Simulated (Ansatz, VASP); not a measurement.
Two plane-wave programs on Be5H

The input INCAR:

```
SYSTEM = Be5H
ALGO     = Normal         ! electronic algorithm
EDIFF    = 1E-6           ! SCF threshold, eV
EDIFFG   = -0.01          ! ionic threshold
ENCUT    = 600            ! plane-wave cutoff, eV
GGA      = PE             ! functional
IBRION   = 2              ! ionic algorithm
ISIF     = 3              ! what is computed and relaxed
ISMEAR   = 0              ! smearing method
LASPH    = .TRUE.         ! aspherical terms in the spheres
LCHARG   = .FALSE.        ! write CHGCAR
LREAL    = .FALSE.        ! projectors in reciprocal space
LWAVE    = .FALSE.        ! write WAVECAR
NELM     = 80             ! most SCF steps
NSW      = 100            ! ionic steps
PREC     = Accurate       ! precision mode
SIGMA    = 0.1            ! smearing width, eV
```

KPOINTS

```
k-points
0
G
  12 12 10
  0 0 0
```

File POSCAR:

```
Be5H
1.0
    3.8518202111      0.0000000000      0.0000000000
   -1.9259101055      3.3357741536      0.0000000000
    0.0000000000      0.0000000000      3.5311074304
Be H
5 1
Direct
    0.6666666667      0.3333333333      0.5000000000
    0.3315669424      0.0000000000      0.0000000000
    0.6684330576      0.6684330576      0.0000000000
    0.0000000000      0.3315669424      0.0000000000
    0.3333333333      0.6666666667      0.5000000000
    0.0000000000      0.0000000000      0.5000000000
```

Input for Ansatz:

```yaml
crystal:
  lattice:
    - [3.8518202111, 0.0, 0.0]
    - [-1.9259101055, 3.3357741536, 0.0]
    - [0.0, 0.0, 3.5311074304]
  atoms:
    - { symbol: Be, position: [0.6666666667, 0.3333333333, 0.5] }
    - { symbol: Be, position: [0.3315669424, 0.0, 0.0] }
    - { symbol: Be, position: [0.6684330576, 0.6684330576, 0.0] }
    - { symbol: Be, position: [0.0, 0.3315669424, 0.0] }
    - { symbol: Be, position: [0.3333333333, 0.6666666667, 0.5] }
    - { symbol: H, position: [0.0, 0.0, 0.5] }
basis:
  ecutwfc: 420
kpoints:
  mp_grid: { grid: [12, 12, 10] }
hamiltonian:
  xc: pbe
scf:
  occupations: { method: gaussian, width: 0.1 }
output:
  forces: true
  stress: true
  eigenvalues: true
relax:
  adjacent_minimum: "off"
  f_tol: 0.01
  max_steps: 80
  cell: { stress_tol: 0.05 }
```

Change from the starting cell: species swapped into the Mg5Cu type (P-62m, No. 189).

Alike in both runs: task relaxation of cell and atoms; functional PBE; k mesh 12 × 12 × 10; occupations gaussian, width 0.1 eV; no spin polarisation.

```csv
,VASP,Ansatz
version,VASP 6.6.1,Ansatz 0.2.0
potentials or method,"VASP PAW PBE potentials, release 64 (Be, H), cutoff 600 eV","scalar-relativistic, plane waves, PAW"
valence electrons in the cell,11,11
```

Ansatz gave:

| Quantity | Value |
| --- | --- |
| gap on the k mesh at the Fermi level, each at its own relaxed structure (eV) | none |
| relaxed volume (Å³/atom) | 7.56 |
| relaxed cell length with the largest relative difference (Å) | 3.866 |

Q: What did VASP give for the same quantities?

A: gap on the k mesh at the Fermi level, each at its own relaxed structure (eV): none; relaxed volume (Å³/atom): 7.56; relaxed cell length with the largest relative difference (Å): 3.868.

A gap of «none» marks a metal or a gap that the smearing closes.
